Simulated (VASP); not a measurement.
Set up this calculation in VASP 6.6.1, as the native input.

```yaml
Task: single point
Functional: PBE
Potentials_or_basis: VASP PAW PBE potentials, release 64 (Tl_d, S)
Cutoff: 520 eV
k_mesh: 6 × 6 × 4
Occupations: gaussian, width 0.1 eV
Spin: no spin polarisation
Dipole_correction: no
Further_INCAR_settings: ALGO = Fast; EDIFF = 1e-06; NBANDS = 20
```

The structure of TlS2 lies in POSCAR:

```
TlS2
1.0
    3.3271732300      0.0000000000      0.0000000000
    0.0000000000      3.3271732300      0.0000000000
    0.0000000000      0.0000000000      3.9962380200
Tl S
1 2
Direct
    0.5000000000      0.5000000000      0.5000000000
    0.0000000000      0.5000000000      0.0000000000
    0.5000000000      0.0000000000      0.0000000000
```

The input as run:

INCAR

```
SYSTEM = TlS2
PREC = Accurate
ENCUT = 520
EDIFF = 1E-6
ISMEAR = 0
SIGMA = 0.1
LREAL = .False.
LASPH = .True.
NELM = 80
ALGO = Fast
ISIF = 2
LWAVE = .False.
LCHARG = .False.
GGA = PE
NBANDS = 20
```

KPOINTS

```
regular mesh
0
Gamma
  6 6 4
  0 0 0
```

Potentials or basis: VASP PAW PBE potentials, release 64 (Tl_d, S).

Run with:

```console
$ cat potpaw_PBE.64/Tl_d/POTCAR potpaw_PBE.64/S/POTCAR > POTCAR
$ mpirun -np 1 vasp_std > vasp.out
```

Results of the run:

```
Pressure               : 69.7 GPa
Band gap on the k mesh : zero (an odd number of electrons rules out a gap without spin polarisation)
```

Caveat: the k points lie up to 0.39 Å⁻¹ apart, too coarse for converged energies and pressures of a metal; spin-orbit coupling is left out, which moves the levels of the heavy elements.

Run time: 34 s on 1 thread of Oxide Virtual Turin-like Processor (shared host), peak memory 0.13 GiB.
